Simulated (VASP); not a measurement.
# Zr2TeSe (P-6m2) in VASP: further runs

Runs on Zr2TeSe. Level: PBE. Tasks: single point, relaxation of cell and atoms.

All numbers are computed with VASP 6.6.1; they aren't measurements. Logs are shortened: lines on timing, memory, paths and dates and some standing lists are left out, and cuts for length are marked.

### 1 The cell of the first run

The structure is hexagonal, space group P-6m2 (No. 187). Conventional cell: a = 4.057 Å, b = 4.057 Å, c = 5.584 Å, α = 90.00°, β = 90.00°, γ = 120.00°. Within 3.5 Å of Zr (site symmetry 3m) lie 2 Zr at 2.64 to 2.94 Å and 3 Se at 2.69 Å and 3 Te at 2.77 Å. Within 3.6 Å of Te (site symmetry -6m2) lie 6 Zr at 2.77 Å. Se (site symmetry -6m2) has 6 Zr at 2.69 Å within 3.5 Å.

### 2 Single point, PBE

File INCAR:

```
SYSTEM = Zr2TeSe
  PREC = Accurate
  ENCUT = 520
  EDIFF = 1E-6
  ISMEAR = 0
  SIGMA = 0.1
  LREAL = .FALSE.
  LASPH = .TRUE.
  NELM = 60
  ALGO = Normal
  ISIF = 2
  LWAVE = .FALSE.
  LCHARG = .FALSE.
  GGA = PE
  NBANDS = 26
```

File KPOINTS:

```
Automatic mesh
0
G
  6 6 4
  0 0 0
```

File POSCAR:

```
Zr2TeSe
1.0
    4.0569547000      0.0000000000      0.0000000000
   -2.0284773500      3.5134258300      0.0000000000
    0.0000000000      0.0000000000      5.5838233100
Zr Te Se
2 1 1
Direct
    0.6666666700      0.3333333300      0.2363359900
    0.6666666700      0.3333333300      0.7636640100
    0.0000000000      0.0000000000      0.5000000000
    0.3333333300      0.6666666700      0.0000000000
```

Potentials or basis: VASP PAW PBE potentials, release 64 (Zr_sv, Te, Se).

Started as:

```
$ cat potpaw_PBE.64/Zr_sv/POTCAR potpaw_PBE.64/Te/POTCAR potpaw_PBE.64/Se/POTCAR > POTCAR
$ mpirun -np 1 vasp_std > vasp.out
```

OUTCAR:

```text
SYSTEM = Zr2TeSe
   PREC = Accurate
   ENCUT = 520
   EDIFF = 1E-6
   ISMEAR = 0
   LREAL = .FALSE.
   LASPH = .TRUE.
   NELM = 60
   ISIF = 2
   GGA = PE

 ion  position               nearest neighbor table
   1  0.667  0.333  0.236-   2 2.64   4 2.69   4 2.69   4 2.69   3 2.77   3 2.77   3 2.77   2 2.94

   2  0.667  0.333  0.764-   1 2.64   4 2.69   4 2.69   4 2.69   3 2.77   3 2.77   3 2.77   1 2.94

   3  0.000  0.000  0.500-   1 2.77   2 2.77   1 2.77   2 2.77   1 2.77   2 2.77
   4  0.333  0.667  0.000-   1 2.69   2 2.69   1 2.69   2 2.69   1 2.69   2 2.69

  LATTYP: Found a hexagonal cell.
 ALAT       =     4.0569547000
 C/A-ratio  =     1.3763583089

  Lattice vectors:

 A1 = (   4.0569547000,   0.0000000000,   0.0000000000)
 A2 = (  -2.0284773500,   3.5134258300,   0.0000000000)
 A3 = (   0.0000000000,   0.0000000000,   5.5838233100)

Analysis of symmetry for initial positions (statically):
=====================================================================
 Subroutine PRICEL returns:
 Original cell was already a primitive cell.

 Routine SETGRP: Setting up the symmetry group for a
 hexagonal supercell.

 Subroutine GETGRP returns: Found 12 space group operations
 (whereof 12 operations were pure point group operations)
 out of a pool of 24 trial point group operations.

The static configuration has the point symmetry D_3h.

Analysis of symmetry for dynamics (positions and initial velocities):
=====================================================================
 Subroutine PRICEL returns:
 Original cell was already a primitive cell.

 Routine SETGRP: Setting up the symmetry group for a
 hexagonal supercell.

 Subroutine GETGRP returns: Found 12 space group operations
 (whereof 12 operations were pure point group operations)
 out of a pool of 24 trial point group operations.

The dynamic configuration has the point symmetry D_3h.

 Subroutine INISYM returns: Found 12 space group operations
 (whereof 12 operations are pure point group operations),
 and found     1 'primitive' translations

----------------------------------------------------------------------------------------

                                     Primitive cell

  volume of cell :      79.5908

  direct lattice vectors                    reciprocal lattice vectors
     4.056954700  0.000000000  0.000000000     0.246490305  0.142311244  0.000000000
    -2.028477350  3.513425830  0.000000000     0.000000000  0.284622488  0.000000000
     0.000000000  0.000000000  5.583823310     0.000000000  0.000000000  0.179088761

  length of vectors
     4.056954700  4.056954698  5.583823310     0.284622488  0.284622488  0.179088761

  position of ions in fractional coordinates (direct lattice)
     0.666666670  0.333333330  0.236335990
     0.666666670  0.333333330  0.763664010
     0.000000000  0.000000000  0.500000000
     0.333333330  0.666666670  0.000000000

  ion indices of the primitive-cell ions
   primitive index   ion index
                 1           1
                 2           2
                 3           3
                 4           4

----------------------------------------------------------------------------------------

 KPOINTS: Automatic mesh

Automatic generation of k-mesh.
 Grid dimensions read from file:
 generate k-points for:    6    6    4

 Generating k-lattice:

  Cartesian coordinates                     Fractional coordinates (reciprocal lattice)
     0.041081717  0.023718541  0.000000000     0.166666667  0.000000000  0.000000000
     0.000000000  0.047437081  0.000000000     0.000000000  0.166666667  0.000000000
     0.000000000  0.000000000  0.044772190     0.000000000  0.000000000  0.250000000

  Length of vectors
     0.047437081  0.047437081  0.044772190

  Shift w.r.t. Gamma in fractional coordinates (k-lattice)
     0.000000000  0.000000000  0.000000000

 Subroutine IBZKPT returns following result:
 ===========================================

 Found     21 irreducible k-points:

 Following reciprocal coordinates:
            Coordinates               Weight
  0.000000  0.000000  0.000000      1.000000
  0.166667  0.000000  0.000000      6.000000
  0.333333  0.000000  0.000000      6.000000
  0.500000  0.000000  0.000000      3.000000
  0.166667  0.166667  0.000000      6.000000
  0.333333  0.166667  0.000000     12.000000
[... 13 lines left out ...]
  0.333333  0.166667  0.500000     12.000000
  0.333333  0.333333  0.500000      2.000000
   k-points           NKPTS =     21   k-points in BZ     NKDIM =     21   number of bands    NBANDS=     26
   number of dos      NEDOS =    301   number of ions     NIONS =      4
   total plane-waves  NPLWV =  37800
   dimension x,y,z NGX =    30 NGY =   30 NGZ =   42
   dimension x,y,z NGXF=    60 NGYF=   60 NGZF=   84
   ions per type =               2   1   1
   NGX,Y,Z   is equivalent  to a cutoff of  12.29, 12.29, 12.50 a.u.
   NGXF,Y,Z  is equivalent  to a cutoff of  24.59, 24.59, 25.01 a.u.
 SYSTEM =  Zr2TeSe
   PREC   = accura    normal or accurate (medium, high low for compatibility)
   ISTART =      0    job   : 0-new  1-cont  2-samecut
   ICHARG =      2    charge: 1-file 2-atom 10-const
   ISPIN  =      1    spin polarized calculation?
   LNONCOLLINEAR =      F non collinear calculations
   LSORBIT =      F    spin-orbit coupling
   LASPH  =      T    aspherical Exc in radial PAW
   ENCUT  =  520.0 eV  38.22 Ry    6.18 a.u.   7.54  7.54 10.38*2*pi/ulx,y,z
   NELM   =     60;   NELMIN=  2; NELMDL= -5     # of ELM steps
   EDIFF  = 0.1E-05   stopping-criterion for ELM
   LREAL  =      F    real-space projection
   EDIFFG = 0.1E-04   stopping-criterion for IOM
   NSW    =      0    number of steps for IOM
   IBRION =     -1    ionic relax: 0-MD 1-quasi-New 2-CG
   NFREE  =      0    steps in history (QN), initial steepest desc. (CG)
   ISIF   =      2    stress and relaxation
   ISYM   =      2    0-nonsym 1-usesym 2-fastsym
   POTIM  = 0.5000    time-step for ionic-motion
   TEBEG  =    0.0;   TEEND  =   0.0 temperature during run
   PSTRESS=    0.0 pullay stress
   NELECT =      36.0000    total number of electrons
   NUPDOWN=      -1.0000    fix difference up-down
   EMIN   =  10.00;   EMAX   =-10.00  energy-range for DOS
   EFERMI =   0.00;   METHOD = LEGACY
   ISMEAR =     0;   SIGMA  =   0.10  broadening in eV -4-tet -1-fermi 0-gaus
   EFERMI_NEDOS =   21; number of points for ismear=-14 and -15
   IALGO  =     38    algorithm
   IMIX   =      4    mixing-type and parameters
     AMIX     =   0.40;   BMIX     =  1.00
     AMIX_MAG =   1.60;   BMIX_MAG =  1.00
  volume/ion in A,a.u.               =      19.90       134.28
  Fermi-wavevector in a.u.,A,eV,Ry     =   1.256671  2.374763 21.486607  1.579221
  Thomas-Fermi vector in A             =   2.390367
   LORBIT       =      0    0 simple, 1 ext, 2 COOP (PROOUT), +10 PAW based schemes
   GGA     = PE    functional components
   LHFCALC =     F    Hartree Fock is set to
   AEXX    =    0.0000 exact exchange contribution
   IVDW    =     0    specifies the selected vdW correction
   LEPSILON=     F    determine dielectric tensor
   LRPA    =     F    only Hartree local field effects (RPA)
 non-spin polarized calculation
 Gauss-broadening in eV      SIGMA  =   0.10
  energy-cutoff  :      520.00
  volume of cell :       79.59
 maximum number of plane-waves:      2163
   NGX = 15   NGY = 15   NGZ = 21

 number of electron      35.9999999 magnetization

 Free energy of the ion-electron system (eV)
  ---------------------------------------------------
  ext. energy  EPLUGINS =         0.00000000
  ---------------------------------------------------
  free energy    TOTEN  =       -25.43388401 eV

  energy without entropy =      -25.40404676  energy(sigma->0) =      -25.41896539

 E-fermi :  10.9019     XC(G=0): -11.3218

 val. band max:       10.8990989371   @ k =   0.3333   0.0000   0.2500
 cond. band min:      10.9161712847   @ k =   0.0000   0.0000   0.5000
 fundamental gap:      0.0170723476
 Fermi energy:        10.9018907854

 k-point     1 :       0.0000    0.0000    0.0000
  band No.  band energies     occupation
      1     -38.3333      2.00000
      2     -38.0716      2.00000
      3     -17.2926      2.00000
      4     -16.5512      2.00000
      5     -16.5512      2.00000
      6     -16.2906      2.00000
[... 18 lines left out ...]
     25      14.6906      0.00000
     26      16.5006      0.00000

 k-point     2 :       0.1667    0.0000    0.0000
  band No.  band energies     occupation
      1     -38.3314      2.00000
      2     -38.0702      2.00000
      3     -17.2800      2.00000
      4     -16.5967      2.00000
      5     -16.5604      2.00000
      6     -16.3159      2.00000
[... 18 lines left out ...]
     25      14.6214      0.00000
     26      15.4691      0.00000

 k-point     3 :       0.3333    0.0000    0.0000
  band No.  band energies     occupation
      1     -38.3275      2.00000
      2     -38.0672      2.00000
      3     -17.2546      2.00000
      4     -16.6853      2.00000
      5     -16.5788      2.00000
      6     -16.3659      2.00000
[... 18 lines left out ...]
     25      15.3336      0.00000
     26      16.0718      0.00000

 k-point     4 :       0.5000    0.0000    0.0000
  band No.  band energies     occupation
      1     -38.3255      2.00000
      2     -38.0657      2.00000
      3     -17.2419      2.00000
      4     -16.7285      2.00000
      5     -16.5880      2.00000
      6     -16.3907      2.00000
[... 18 lines left out ...]
     25      15.0634      0.00000
     26      16.0067      0.00000
[... 409 lines left out ...]
      1     -38.2651      2.00000
      2     -38.1346      2.00000
      3     -16.7311      2.00000
      4     -16.5597      2.00000
      5     -16.5008      2.00000
      6     -16.4482      2.00000
[... 18 lines left out ...]
     25      14.5329      0.00000
     26      15.6468      0.00000

 k-point    20 :       0.3333    0.1667    0.5000
  band No.  band energies     occupation
      1     -38.2624      2.00000
      2     -38.1320      2.00000
      3     -16.7174      2.00000
      4     -16.6022      2.00000
      5     -16.5233      2.00000
      6     -16.4867      2.00000
[... 18 lines left out ...]
     25      14.8904      0.00000
     26      15.8624      0.00000

 k-point    21 :       0.3333    0.3333    0.5000
  band No.  band energies     occupation
      1     -38.2615      2.00000
      2     -38.1312      2.00000
      3     -16.7121      2.00000
      4     -16.5849      2.00000
      5     -16.5633      2.00000
      6     -16.4707      2.00000
[... 18 lines left out ...]
     25      16.3286      0.00000
     26      16.3293      0.00000

------------------------ aborting loop because EDIFF is reached ----------------------------------------

  FORCE on cell =-STRESS in cart. coord.  units (eV):
  Direction    XX          YY          ZZ          XY          YZ          ZX
  --------------------------------------------------------------------------------------
  -------------------------------------------------------------------------------------
  Total       10.6070428     10.6070428     19.3929667      0.0000000      0.0000000      0.0000000
  in kB      213.5218323    213.5218320    390.3841883      0.0000000      0.0000000      0.0000000
  external PRESSURE =     272.4759509 kB  Pullay stress =       0.0000000 kB

 VOLUME and BASIS-vectors are now :
 -----------------------------------------------------------------------------
  energy-cutoff  :      520.00
  volume of cell :       79.59
      direct lattice vectors                 reciprocal lattice vectors
     4.056954700  0.000000000  0.000000000     0.246490305  0.142311244  0.000000000
    -2.028477350  3.513425830  0.000000000     0.000000000  0.284622488  0.000000000
     0.000000000  0.000000000  5.583823310     0.000000000  0.000000000  0.179088761

 POSITION                                       TOTAL-FORCE (eV/Angst)
 -----------------------------------------------------------------------------------
      2.02848      1.17114      1.31966        -0.000000      0.000000      0.381238
      2.02848      1.17114      4.26416        -0.000000      0.000000     -0.381238
      0.00000      0.00000      2.79191         0.000000     -0.000000      0.000000
     -0.00000      2.34228      0.00000         0.000000     -0.000000      0.000000
 -----------------------------------------------------------------------------------
    total drift:                               -0.000071      0.000041      0.000000

  FREE ENERGIE OF THE ION-ELECTRON SYSTEM (eV)
  ---------------------------------------------------
  free  energy   TOTEN  =       -25.4338840092 eV

  energy  without entropy=      -25.4040467628  energy(sigma->0) =      -25.41896539
```

Wall time 25 s (1 thread of Intel Xeon 6975P-C (Granite Rapids), shared host); peak memory 0.21 GiB.

What came out:

```
Free energy            : -25.4339 eV
Pressure               : 27.2 GPa
Largest force          : 0.381 eV/Å
Band gap on the k mesh : zero (band 18 reaches 11.29 eV, above the bottom of band 19 at 9.59 eV)
```

Forces on the atoms (eV/Å):
```
Zr   0.000  0.000  0.381
Zr   0.000  0.000 -0.381
Te   0.000  0.000  0.000
Se   0.000  0.000  0.000
```

Stress tensor (GPa, compression positive):
```
21.35  0.00  0.00
 0.00 21.35  0.00
 0.00  0.00 39.04
```

Caveat: spin-orbit coupling is left out, which moves the levels of the heavy elements.

### 3 Single point, PBE

This run uses another cell than the first one, of 21.98 Å³/atom, 1.105 times its volume.

File INCAR:

```
PREC     = Accurate       # precision mode
ENCUT    = 520            # plane-wave cutoff, eV
EDIFF    = 1E-6           # SCF threshold, eV
ISMEAR   = 0              # smearing method
SIGMA    = 0.1            # smearing width, eV
LREAL    = False          # projectors in reciprocal space
LASPH    = True           # aspherical terms in the spheres
NELM     = 60             # most SCF steps
ALGO     = Normal         # electronic algorithm
ISIF     = 2              # what is computed and relaxed
LWAVE    = False          # write WAVECAR
LCHARG   = True           # write CHGCAR
GGA      = PE             # functional
LELF     = True           # ELF
LVHAR    = True         
NBANDS   = 26             # bands
```

File KPOINTS:

```
Automatic mesh
0
Gamma
  6 6 4
```

File POSCAR:

```
Zr2TeSe
1.0
    3.6309839409      0.0000000000      0.0000000000
   -1.8154919704      3.1445243335      0.0000000000
    0.0000000000      0.0000000000      7.7013090089
Zr Te Se
2 1 1
Direct
    0.6666666667      0.3333333333      0.2340573489
    0.6666666667      0.3333333333      0.7659426511
    0.0000000000      0.0000000000      0.5000000000
    0.3333333333      0.6666666667      0.0000000000
```

Potentials or basis: VASP PAW PBE potentials, release 64 (Zr_sv, Te, Se).

Started as:

```
$ cat potpaw_PBE.64/Zr_sv/POTCAR potpaw_PBE.64/Te/POTCAR potpaw_PBE.64/Se/POTCAR > POTCAR
$ mpirun -np 1 vasp_std > vasp.out
```

Wall time 27 s (1 thread of Intel Xeon 6975P-C (Granite Rapids), shared host); peak memory 0.23 GiB.

The run converged. Its results:

```
Free energy            : -27.9428 eV
Pressure               : 0.2 GPa
Largest force          : 0.008 eV/Å
Band gap on the k mesh : zero (band 18 reaches 9.94 eV, above the bottom of band 19 at 9.37 eV)
```

Forces on the atoms (eV/Å):
```
Zr   0.000  0.000  0.008
Zr   0.000  0.000 -0.008
Te   0.000  0.000  0.000
Se   0.000  0.000  0.000
```

Stress tensor (GPa, compression positive):
```
0.18 0.00 0.00
0.00 0.18 0.00
0.00 0.00 0.29
```

Levels at points of the mesh, in eV from the Fermi level:
| k point | band 16 | band 17 | band 18 | band 19 | band 20 | band 21 |
| --- | --- | --- | --- | --- | --- | --- |
| (0.00, 0.00, 0.00) | -0.53 | -0.53 | 0.00 | 0.00 | 0.38 | 0.38 |
| (0.50, 0.00, 0.00) | -2.00 | -1.94 | -1.25 | 0.98 | 2.20 | 2.53 |
| (0.00, 0.00, 0.50) | -1.59 | -0.76 | 0.06 | 0.60 | 0.60 | 0.89 |
| (0.50, 0.00, 0.50) | -2.52 | -1.50 | -1.20 | 1.33 | 2.23 | 2.53 |

Caveat: spin-orbit coupling is left out, which moves the levels of the heavy elements.

### 4 Single point, PBE

This run uses another cell than the first one, of 22.01 Å³/atom, 1.106 times its volume.

File INCAR:

```
SYSTEM = Zr2TeSe
  PREC = Accurate
  ENCUT = 520
  EDIFF = 1E-6
  ISMEAR = 0
  SIGMA = 0.1
  LREAL = .FALSE.
  LASPH = .TRUE.
  NELM = 100
  ALGO = Normal
  ISIF = 2
  LWAVE = .FALSE.
  LCHARG = .FALSE.
  GGA = PE
  NBANDS = 26
```

File KPOINTS:

```
Automatic mesh
0
G
  12 12 6
  0 0 0
```

File POSCAR:

```
Zr2TeSe
1.0
    3.6304654768      0.0000000000      0.0000000000
   -1.8152327384      3.1440753305      0.0000000000
    0.0000000000      0.0000000000      7.7123783088
Zr Te Se
2 1 1
Direct
    0.6666666667      0.3333333333      0.2343345514
    0.6666666667      0.3333333333      0.7656654486
    0.0000000000      0.0000000000      0.5000000000
    0.3333333333      0.6666666667      0.0000000000
```

Started as:

```
$ cat potpaw_PBE.64/Zr_sv/POTCAR potpaw_PBE.64/Te/POTCAR potpaw_PBE.64/Se/POTCAR > POTCAR
$ mpirun -np 1 vasp_std > vasp.out
```

Run time: 85 s. Hardware: 1 thread of Intel Xeon 6975P-C (Granite Rapids), shared host; peak memory 0.32 GiB.

The run converged. Its results:

```yaml
Free_energy: -27.9289 eV
Pressure: 0.1 GPa
Largest_force: 0.007 eV/Å
Band_gap_on_the_k_mesh: zero (band 18 reaches 9.91 eV, above the bottom of band 19 at 9.36 eV)
```

Forces in eV/Å, atoms in the order of the input:
```
Zr   0.000  0.000  0.007
Zr   0.000  0.000 -0.007
Te   0.000  0.000  0.000
Se   0.000  0.000  0.000
```

Levels at points of the mesh, in eV from the Fermi level:
| k point | band 14 | band 15 | band 16 | band 17 | band 18 | band 19 | band 20 | band 21 | band 22 | band 23 |
| --- | --- | --- | --- | --- | --- | --- | --- | --- | --- | --- |
| (0.00, 0.00, 0.00) | -3.32 | -2.46 | -0.65 | -0.65 | -0.11 | -0.11 | 0.27 | 0.27 | 1.20 | 1.57 |
| (0.50, 0.00, 0.00) | -4.03 | -3.97 | -2.12 | -2.06 | -1.37 | 0.86 | 2.06 | 2.40 | 2.65 | 2.82 |
| (0.00, 0.00, 0.50) | -3.15 | -1.71 | -1.71 | -0.88 | -0.08 | 0.49 | 0.49 | 0.77 | 0.77 | 2.42 |
| (0.50, 0.00, 0.50) | -4.39 | -3.82 | -2.65 | -1.61 | -1.32 | 1.21 | 2.10 | 2.40 | 2.69 | 2.76 |

Caveat: spin-orbit coupling is left out, which moves the levels of the heavy elements.

[end of part 1 of 2]
